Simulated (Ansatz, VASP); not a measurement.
**Two plane-wave programs on Mg2Sn**

File INCAR:

```
PREC = Accurate ; ENCUT = 600
EDIFF = 1E-6 ; ISMEAR = -1
SIGMA = 0.02 ; LREAL = False
LASPH = True ; NELM = 120
ALGO = Normal ; ISIF = 2
LWAVE = False ; LCHARG = True
GGA = PE ; LELF = True
LVHAR = True ; NBANDS = 16
GGA_COMPAT = False
```

Contents of KPOINTS:

```
regular mesh
0
Gamma
  6 6 6
```

POSCAR

```
Mg2Sn
1.0
    0.0000000000      3.3799352829      3.3799352829
    3.3799352829      0.0000000000      3.3799352829
    3.3799352829      3.3799352829      0.0000000000
Sn Mg
1 2
Direct
    0.0000000000      0.0000000000      0.0000000000
    0.2500000000      0.2500000000      0.2500000000
    0.7500000000      0.7500000000      0.7500000000
```

Input for Ansatz:

```yaml
crystal:
  lattice:
    - [0.0, 3.3799352829, 3.3799352829]
    - [3.3799352829, 0.0, 3.3799352829]
    - [3.3799352829, 3.3799352829, 0.0]
  atoms:
    - { symbol: Sn, position: [0.0, 0.0, 0.0] }
    - { symbol: Mg, position: [0.25, 0.25, 0.25] }
    - { symbol: Mg, position: [0.75, 0.75, 0.75] }
kpoints:
  mp_grid: { grid: [6, 6, 6] }
  band_path:
    path:
      - [0.0, 0.0, 0.0]
      - [0.5, 0.0, 0.5]
      - [0.625, 0.25, 0.625]
      - [0.375, 0.375, 0.75]
      - [0.5, 0.5, 0.5]
      - [0.5, 0.25, 0.75]
      - [0.0, 0.5, 0.5]
    npoints: 1
hamiltonian:
  xc: pbe
scf:
  occupations: { method: fermi_dirac, width: 0.02 }
  n_extra_bands: 4
output:
  forces: true
  stress: true
  eigenvalues: true
```

Alike in both runs: task single point; functional PBE; k mesh 6 × 6 × 6; occupations fermi-dirac, width 0.02 eV; no spin polarisation.

```csv
,VASP,Ansatz
version,VASP 6.6.1,Ansatz 0.2.0
potentials or method,"VASP PAW PBE potentials, release 64 (Sn_d, Mg)","plane waves, PAW"
plane-wave cutoff (eV),600,420
valence electrons in the cell,18,34
```

|  | VASP | Ansatz | Ansatz less VASP |
| --- | --- | --- | --- |
| pressure (GPa) | 1.1 | 1.1 | -0.02 |

VASP's potentials hold 18 valence electrons a cell and Ansatz's 34, so a difference there can come from the potentials and not from the codes.
